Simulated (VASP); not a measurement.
Input of a VASP 6.6.1 run:

File INCAR:

```
SYSTEM = AlRu
PREC = Accurate ; ENCUT = 520
EDIFF = 1E-6 ; ISMEAR = 0
SIGMA = 0.15 ; LREAL = .False.
LASPH = .True. ; NELM = 60
ALGO = Fast ; ISIF = 2
LWAVE = .False. ; LCHARG = .False.
GGA = PS ; NBANDS = 16
```

KPOINTS

```
regular mesh
0
Gamma
  20 20 20
  0 0 0
```

File POSCAR:

```
AlRu
1.0
    2.9764078228      0.0000000000      0.0000000000
    0.0000000000      2.9764078228      0.0000000000
    0.0000000000      0.0000000000      2.9764078228
Al Ru
1 1
Direct
    0.0000000000      0.0000000000      0.0000000000
    0.5000000000      0.5000000000      0.5293978531
```

Potentials or basis: VASP PAW PBE potentials, release 64 (Al, Ru_pv).

The run is started by

```sh
$ cat potpaw_PBE.64/Al/POTCAR potpaw_PBE.64/Ru_pv/POTCAR > POTCAR
$ mpirun -np 1 vasp_std > vasp.out
```

**Question.** Estimate the pressure.

**Answer.** 0.7 GPa.

**Question.** Estimate the largest force.

**Answer.** 0.713 eV/Å.

**Question.** What does it give for the band gap on the k mesh?

**Answer.** Zero (an odd number of electrons rules out a gap without spin polarisation).

Stress tensor (GPa, compression positive):
```
0.91 0.00 0.00
0.00 0.91 0.00
0.00 0.00 0.25
```

Caveat: the cell differs from its parent crystal (all Ru atoms moved +0.087 Å, as atom 2 along Cartesian [0 0 1]); the PAW data sets were made with another functional, which shifts forces and pressure a little.
